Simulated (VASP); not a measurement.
# ZrC in VASP: a series of runs, part 2 of 3

VASP 6.6.1.

### 4 Electric field gradients, PBE (volume scaled by 1.02)

Contents of INCAR:

```
SYSTEM = ZrC
ALGO = Normal
EDIFF = 1E-8
ENCUT = 520
GGA = PE
ISIF = 2
ISMEAR = -1
LASPH = .True.
LCHARG = .False.
LEFG = .True.
LREAL = .False.
LWAVE = .False.
NBANDS = 15
NELM = 60
PREC = Accurate
SIGMA = 0.05
```

Contents of KPOINTS:

```
k-points
0
Gamma
  15 15 15
  0 0 0
```

Contents of POSCAR:

```
ZrC
1.0
    0.0000000000      2.3657747582      2.3657747582
    2.3657747582      0.0000000000      2.3657747582
    2.3657747582      2.3657747582      0.0000000000
Zr C
1 1
Direct
    0.5000000000      0.5000000000      0.5000000000
    0.0000000000      0.0000000000      0.0000000000
```

Potentials or basis: VASP PAW PBE potentials, release 64 (Zr_sv, C).

On the command line:

```console
cat potpaw_PBE.64/Zr_sv/POTCAR potpaw_PBE.64/C/POTCAR > POTCAR
mpirun -np 1 vasp_std > vasp.out
```

OUTCAR:

```text
SYSTEM = ZrC
   EDIFF = 1E-8
   ENCUT = 520
   GGA = PE
   ISIF = 2
   ISMEAR = -1
   LASPH = .True.
   LREAL = .False.
   NELM = 60
   PREC = Accurate

 ion  position               nearest neighbor table
   1  0.500  0.500  0.500-   2 2.37   2 2.37   2 2.37   2 2.37   2 2.37   2 2.37
   2  0.000  0.000  0.000-   1 2.37   1 2.37   1 2.37   1 2.37   1 2.37   1 2.37

  LATTYP: Found a face centered cubic cell.
 ALAT       =     4.7315495164

  Lattice vectors:

 A1 = (   0.0000000000,   2.3657747582,   2.3657747582)
[... 645 lines left out ...]
  ---------------------------------------------------
  free  energy   TOTEN  =       -19.4599292671 eV

  energy  without entropy=      -19.4572745598  energy(sigma->0) =      -19.45860191

 Electric field gradients (V/A^2)
---------------------------------------------------------------------
 ion       V_xx      V_yy      V_zz      V_xy      V_xz      V_yz
---------------------------------------------------------------------
   1      -0.000    -0.000    -0.000    -0.000    -0.000    -0.000
   2      -0.000     0.000    -0.000    -0.000    -0.000    -0.000
---------------------------------------------------------------------

 Electric field gradients after diagonalization (V/A^2)
 (convention: |V_zz| > |V_xx| > |V_yy|)
----------------------------------------------------------------------
 ion       V_xx      V_yy      V_zz     asymmetry (V_yy - V_xx)/ V_zz
----------------------------------------------------------------------
   1       0.000     0.000    -0.000       0.000
   2       0.000     0.000    -0.000       0.000
----------------------------------------------------------------------

           NMR quadrupolar parameters

 Cq : quadrupolar parameter    Cq=e*Q*V_zz/h
 eta: asymmetry parameters     (V_yy - V_xx)/ V_zz
 Q  : nuclear electric quadrupole moment in mb (millibarn)
----------------------------------------------------------------------
 ion       Cq(MHz)       eta       Q (mb)
----------------------------------------------------------------------
   1      -0.000       0.000       1.000
   2      -0.000       0.000       1.000
----------------------------------------------------------------------
```

OSZICAR:

```text
N       E                     dE             d eps       ncg     rms          rms(c)
DAV:   1     0.998680680584E+02    0.99868E+02   -0.85130E+03  3600   0.107E+03
DAV:   2    -0.166901675706E+02   -0.11656E+03   -0.10933E+03  4573   0.288E+02
DAV:   3    -0.228174617183E+02   -0.61273E+01   -0.60846E+01  5995   0.549E+01
DAV:   4    -0.229556343674E+02   -0.13817E+00   -0.13810E+00  4352   0.580E+00
DAV:   5    -0.229570895355E+02   -0.14552E-02   -0.14550E-02  4746   0.534E-01    0.196E+01
DAV:   6    -0.195903842522E+02    0.33667E+01   -0.64630E+00  4172   0.227E+01    0.673E+00
DAV:   7    -0.194769926153E+02    0.11339E+00   -0.64892E-01  4149   0.598E+00    0.590E+00
DAV:   8    -0.195029850659E+02   -0.25992E-01   -0.37099E-01  4251   0.473E+00    0.520E+00
DAV:   9    -0.194614493305E+02    0.41536E-01   -0.69148E-02  3971   0.191E+00    0.102E+00
DAV:  10    -0.194599359586E+02    0.15134E-02   -0.69339E-03  4706   0.674E-01    0.507E-02
DAV:  11    -0.194599372640E+02   -0.13054E-05   -0.16481E-04  4141   0.120E-01    0.543E-02
DAV:  12    -0.194599310993E+02    0.61648E-05   -0.54193E-06  4528   0.194E-02    0.175E-02
DAV:  13    -0.194599293368E+02    0.17624E-05   -0.27951E-06  4491   0.104E-02    0.457E-03
DAV:  14    -0.194599292572E+02    0.79646E-07   -0.12549E-07  4183   0.225E-03    0.122E-03
DAV:  15    -0.194599292671E+02   -0.99121E-08   -0.61871E-09  3067   0.708E-04
   1 F= -.19459929E+02 E0= -.19458602E+02  d E =-.265471E-02
```

Run time: 27 s. Hardware: 1 thread of Intel Xeon 6975P-C (Granite Rapids), shared host; peak memory 0.19 GiB.

Results:

```yaml
Free_energy: -19.4599 eV
Pressure: -2.9 GPa
Band_gap_on_the_k_mesh: zero (band 8 reaches 10.32 eV, above the bottom of band 9 at 9.02 eV)
```

Caveat: without QUAD_EFG the Cq values of the log hold for a quadrupole moment of 1 mb, not for the nuclei.

### 5 Electric field gradients, PBE (equal xy, yz and zx shear strains of +3 %)

Contents of INCAR:

```
  PREC = Accurate
  ENCUT = 520
  EDIFF = 1E-8
  ISMEAR = -1
  SIGMA = 0.05
  LREAL = F
  LASPH = T
  NELM = 100
  ALGO = Normal
  ISIF = 2
  LWAVE = F
  LCHARG = F
  GGA = PE
  LEFG = T
  NBANDS = 15
```

Contents of KPOINTS:

```
Automatic mesh
0
Gamma
  15 15 15
```

Contents of POSCAR:

```
ZrC
1.0
    0.0705063000      2.3854631500      2.3854631500
    2.3854631500      0.0705063000      2.3854631500
    2.3854631500      2.3854631500      0.0705063000
Zr C
1 1
Direct
    0.5000000000      0.5000000000      0.5000000000
    0.0000000000      0.0000000000      0.0000000000
```

Potentials or basis: VASP PAW PBE potentials, release 64 (Zr_sv, C).

On the command line:

```console
cat potpaw_PBE.64/Zr_sv/POTCAR potpaw_PBE.64/C/POTCAR > POTCAR
mpirun -np 1 vasp_std > vasp.out
```

OUTCAR:

```text
PREC = Accurate
   ENCUT = 520
   EDIFF = 1E-8
   ISMEAR = -1
   LREAL = F
   LASPH = T
   NELM = 100
   ISIF = 2
   GGA = PE

 ion  position               nearest neighbor table
   1  0.500  0.500  0.500-   2 2.35   2 2.35   2 2.35   2 2.35   2 2.35   2 2.35
   2  0.000  0.000  0.000-   1 2.35   1 2.35   1 2.35   1 2.35   1 2.35   1 2.35

  LATTYP: Found a trigonal (rhomboedric) cell.
 ALAT       =     3.3742910394
 COS(alpha) =     0.5293254421

  Lattice vectors:

 A1 = (   0.0705063000,   2.3854631500,   2.3854631500)
 A2 = (   2.3854631500,   0.0705063000,   2.3854631500)
 A3 = (   2.3854631500,   2.3854631500,   0.0705063000)

Analysis of symmetry for initial positions (statically):
=====================================================================
 Subroutine PRICEL returns:
 Original cell was already a primitive cell.

 Routine SETGRP: Setting up the symmetry group for a
 trigonal (rhombohedral) supercell.

 Subroutine GETGRP returns: Found 12 space group operations
 (whereof 12 operations were pure point group operations)
 out of a pool of 12 trial point group operations.

The static configuration has the point symmetry D_3d.

Analysis of symmetry for dynamics (positions and initial velocities):
=====================================================================
 Subroutine PRICEL returns:
 Original cell was already a primitive cell.

 Routine SETGRP: Setting up the symmetry group for a
 trigonal (rhombohedral) supercell.

 Subroutine GETGRP returns: Found 12 space group operations
 (whereof 12 operations were pure point group operations)
 out of a pool of 12 trial point group operations.

[... 577 lines left out ...]
      7       8.9397      2.00000
      8       9.1329      1.99991
      9      10.2202      0.00002
     10      12.4604      0.00000
     11      13.0476      0.00000
     12      13.5893      0.00000
     13      15.5306      0.00000
     14      19.0403      0.00000
     15      22.2864      0.00000

 [... further k-points ...]

------------------------ aborting loop because EDIFF is reached ----------------------------------------

  FORCE on cell =-STRESS in cart. coord.  units (eV):
  Direction    XX          YY          ZZ          XY          YZ          ZX
  --------------------------------------------------------------------------------------
  -------------------------------------------------------------------------------------
  Total        0.2571490      0.2571490      0.2571490     -0.7768784     -0.7768784     -0.7768784
  in kB       15.8794628     15.8794628     15.8794628    -47.9737824    -47.9737824    -47.9737824
  external PRESSURE =      15.8794628 kB  Pullay stress =       0.0000000 kB

 VOLUME and BASIS-vectors are now :
 -----------------------------------------------------------------------------
  energy-cutoff  :      520.00
  volume of cell :       25.95
      direct lattice vectors                 reciprocal lattice vectors
     0.070506300  2.385463150  2.385463150    -0.219132185  0.212841309  0.212841309
     2.385463150  0.070506300  2.385463150     0.212841309 -0.219132185  0.212841309
     2.385463150  2.385463150  0.070506300     0.212841309  0.212841309 -0.219132185

 POSITION                                       TOTAL-FORCE (eV/Angst)
 -----------------------------------------------------------------------------------
      2.42072      2.42072      2.42072        -0.000000      0.000000      0.000000
      0.00000      0.00000      0.00000         0.000000     -0.000000     -0.000000
 -----------------------------------------------------------------------------------
    total drift:                                0.000000      0.000000      0.000000

  FREE ENERGIE OF THE ION-ELECTRON SYSTEM (eV)
  ---------------------------------------------------
  free  energy   TOTEN  =       -19.4277441505 eV

  energy  without entropy=      -19.4251753944  energy(sigma->0) =      -19.42645977

 Electric field gradients (V/A^2)
---------------------------------------------------------------------
 ion       V_xx      V_yy      V_zz      V_xy      V_xz      V_yz
---------------------------------------------------------------------
   1       0.000    -0.000     0.000    -1.580    -1.580    -1.580
   2      -0.000    -0.000    -0.000    -0.596    -0.596    -0.596
---------------------------------------------------------------------

 Electric field gradients after diagonalization (V/A^2)
 (convention: |V_zz| > |V_xx| > |V_yy|)
----------------------------------------------------------------------
 ion       V_xx      V_yy      V_zz     asymmetry (V_yy - V_xx)/ V_zz
----------------------------------------------------------------------
   1       1.580     1.580    -3.160       0.000
   2       0.596     0.596    -1.192       0.000
----------------------------------------------------------------------

           NMR quadrupolar parameters

 Cq : quadrupolar parameter    Cq=e*Q*V_zz/h
 eta: asymmetry parameters     (V_yy - V_xx)/ V_zz
 Q  : nuclear electric quadrupole moment in mb (millibarn)
----------------------------------------------------------------------
 ion       Cq(MHz)       eta       Q (mb)
----------------------------------------------------------------------
   1      -0.008       0.000       1.000
   2      -0.003       0.000       1.000
----------------------------------------------------------------------
```

OSZICAR:

```text
N       E                     dE             d eps       ncg     rms          rms(c)
DAV:   1     0.100830791883E+03    0.10083E+03   -0.85836E+03 10328   0.108E+03
DAV:   2    -0.167387986512E+02   -0.11757E+03   -0.11004E+03 13204   0.288E+02
DAV:   3    -0.227436391383E+02   -0.60048E+01   -0.59654E+01 17036   0.551E+01
DAV:   4    -0.228913683366E+02   -0.14773E+00   -0.14764E+00 12751   0.601E+00
DAV:   5    -0.228929097067E+02   -0.15414E-02   -0.15413E-02 13600   0.562E-01    0.204E+01
DAV:   6    -0.195472987783E+02    0.33456E+01   -0.63987E+00 12456   0.227E+01    0.708E+00
DAV:   7    -0.194430478639E+02    0.10425E+00   -0.63749E-01 11733   0.594E+00    0.618E+00
DAV:   8    -0.194666687580E+02   -0.23621E-01   -0.33468E-01 12751   0.451E+00    0.510E+00
DAV:   9    -0.194286362433E+02    0.38033E-01   -0.64481E-02 11552   0.184E+00    0.849E-01
DAV:  10    -0.194277531933E+02    0.88305E-03   -0.53838E-03 13736   0.610E-01    0.664E-02
DAV:  11    -0.194277496954E+02    0.34979E-05   -0.13563E-04 11867   0.114E-01    0.421E-02
DAV:  12    -0.194277453464E+02    0.43490E-05   -0.36400E-06 13083   0.174E-02    0.127E-02
DAV:  13    -0.194277441578E+02    0.11887E-05   -0.16827E-06 13534   0.808E-03    0.317E-03
DAV:  14    -0.194277441505E+02    0.72253E-08   -0.83176E-08 11776   0.186E-03
   1 F= -.19427744E+02 E0= -.19426460E+02  d E =-.256876E-02
```

Wall time 3 min (1 thread of Intel Xeon Platinum 8259CL at 2.50GHz (Skylake/Cascade Lake), shared host); peak memory 0.26 GiB.

What came out:

* Free energy: -19.4277 eV
* Pressure: 1.6 GPa
* Band gap on the k mesh: zero (band 8 reaches 10.66 eV, above the bottom of band 9 at 9.39 eV)

Electric field gradients, principal values (V/Å²):
```tsv
atom	least	middle	greatest (by size)
1 Zr	1.580	1.580	-3.160
2 C	0.596	0.596	-1.192
```

Caveat: the cell differs from its parent crystal (equal xy, yz and zx shear strains of +3 %); without QUAD_EFG the Cq values of the log hold for a quadrupole moment of 1 mb, not for the nuclei.

(Part 2 of 3 ends here.)
